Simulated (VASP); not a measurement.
A run of VASP 6.6.1:

Contents of INCAR:

```
ALGO = Normal
EDIFF = 1E-7
ENCUT = 520
ISIF = 2
ISMEAR = 1
LASPH = T
LCHARG = F
LREAL = F
LWAVE = F
NBANDS = 24
NELM = 60
PREC = Accurate
SIGMA = 0.1
```

The input KPOINTS:

```
k-points
0
Gamma
  7 7 7
```

The input POSCAR:

```
Cu
1.0
    0.0000000000      3.1129520000      3.1129520000
    3.1129520000      0.0000000000      3.1129520000
    3.1129520000      3.1129520000      0.0000000000
Cu
3
Direct
    0.5000000000      0.5000000000      0.5000000000
    0.2500000000      0.2500000000      0.2500000000
    0.7500000000      0.7500000000      0.7500000000
```

Potentials or basis: VASP PAW LDA potentials, release 64 (Cu).

Run with:

```bash
$ cat potpaw_LDA.64/Cu/POTCAR > POTCAR
$ mpirun -np 1 vasp_std > vasp.out
```

Hardware: 1 thread of Intel(R) Xeon(R) Platinum 8259CL CPU @ 2.50GHz (Skylake/Cascade Lake), with other jobs on the host.

Estimate the wall time of this run.

It took 41 s on 1 thread of Intel(R) Xeon(R) Platinum 8259CL CPU @ 2.50GHz (Skylake/Cascade Lake) (shared host), peak memory 0.17 GiB. Counts: scf iterations 15, k points 20.
